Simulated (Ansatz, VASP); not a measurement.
BeS in VASP and in Ansatz

Contents of INCAR:

```
PREC     = Accurate       # precision mode
ENCUT    = 600            # plane-wave cutoff, eV
EDIFF    = 1E-6           # SCF threshold, eV
ISMEAR   = 0              # smearing method
SIGMA    = 0.02           # smearing width, eV
LREAL    = F              # projectors in reciprocal space
LASPH    = T              # aspherical terms in the spheres
NELM     = 120            # most SCF steps
ALGO     = Normal         # electronic algorithm
ISIF     = 2              # what is computed and relaxed
LWAVE    = F              # write WAVECAR
LCHARG   = F              # write CHGCAR
GGA      = CA             # functional
NBANDS   = 11             # bands
GGA_COMPAT= F
```

KPOINTS

```
regular mesh
0
Gamma
  8 8 8
```

The input POSCAR:

```
BeS
1.0
    0.0000000000      2.3980339669      2.3980339669
    2.3980339669      0.0000000000      2.3980339669
    2.3980339669      2.3980339669      0.0000000000
Be S
1 1
Direct
    0.0000000000      0.0000000000      0.0000000000
    0.2500000000      0.2500000000      0.2500000000
```

Input for Ansatz:

```yaml
crystal:
  lattice:
    - [0.0, 2.3980339669, 2.3980339669]
    - [2.3980339669, 0.0, 2.3980339669]
    - [2.3980339669, 2.3980339669, 0.0]
  atoms:
    - { symbol: Be, position: [0.0, 0.0, 0.0] }
    - { symbol: S, position: [0.25, 0.25, 0.25] }
basis:
  ecutwfc: 420
kpoints:
  mp_grid: { grid: [8, 8, 8] }
  band_path:
    path:
      - [[0.0, 0.0, 0.0], [-0.5, -0.5, 0.0], [-0.375, -0.375, 0.25]]
      - [[-0.375, 0.0, 0.375], [0.0, 0.0, 0.0], [0.0, 0.0, 0.5], [-0.5, -0.25, 0.25], [-0.5, -0.5, 0.0]]
    npoints: 10
hamiltonian:
  xc: lda
  pseudopotentials: { kind: paw, azcp: { folder: soft_1 } }
scf:
  occupations: { method: gaussian, width: 0.02 }
  n_extra_bands: 7
output:
  forces: true
  stress: true
  eigenvalues: true
```

Alike in both runs: task single point; functional LDA; k mesh 8 × 8 × 8; occupations gaussian, width 0.02 eV; no spin polarisation.

|  | VASP | Ansatz |
| --- | --- | --- |
| version | VASP 6.6.1 | Ansatz 0.2.0 |
| potentials or method | VASP PAW LDA potentials, release 64 (Be, S), cutoff 600 eV | scalar-relativistic, plane waves, PAW |
| valence electrons in the cell | 8 | 8 |

|  | VASP | Ansatz | Ansatz less VASP |
| --- | --- | --- | --- |
| gap on the k mesh at the Fermi level (eV) | 2.83 | 2.83 | -0.006 |
| least direct gap on the mesh (eV) | 5.53 | 5.50 | -0.025 |
| pressure (GPa) | 0.1 | 0.0 | -0.09 |

Ansatz warns that its potentials were made for another functional, while VASP's fit it. LDA's correlation is that of Perdew and Zunger in VASP and of Perdew and Wang (1992) in Ansatz.
